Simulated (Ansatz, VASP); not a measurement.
Two plane-wave programs on C

```
CELL_PARAMETERS angstrom
2.48936 0.00000 0.00000
-1.24468 2.15585 0.00000
0.00000 0.00000 4.22300
ATOMIC_POSITIONS crystal
C 0.33333 0.66667 0.99980
C 0.66667 0.33333 0.49980
C 0.33333 0.66667 0.37420
C 0.66667 0.33333 0.87420
```

Change from the starting cell: strained cell.

Alike in both runs: functional PBEsol; k mesh 9 × 9 × 6; occupations gaussian, width 0.02 eV; no spin polarisation.

Ansatz relaxed the structure, and its values are those at the end. VASP's run is a single point on that final structure, the one shown.

```csv
,VASP,Ansatz
version,VASP 6.6.1,Ansatz 0.2.0
potentials or method,"VASP PAW PBE potentials, release 64 (C), cutoff 520 eV","scalar-relativistic, plane waves, PAW"
valence electrons in the cell,16,16
```

|  | VASP | Ansatz | Ansatz less VASP |
| --- | --- | --- | --- |
| gap on the k mesh at the Fermi level (eV) | 3.05 | 3.07 | +0.020 |
| least direct gap on the mesh (eV) | 4.77 | 4.77 | +0.003 |
| pressure (GPa) | -2.1 | -3.2 | -1.11 |
| rms of the force components (eV/Å) | 0.007 | 0.001 | -0.0060 |

VASP's potentials were made for PBE, not for PBEsol, and Ansatz warns of the same on its side. The functional is the same, so the differences come from potentials, cutoffs and numerics. Ansatz's warnings: stress scf threshold loose.
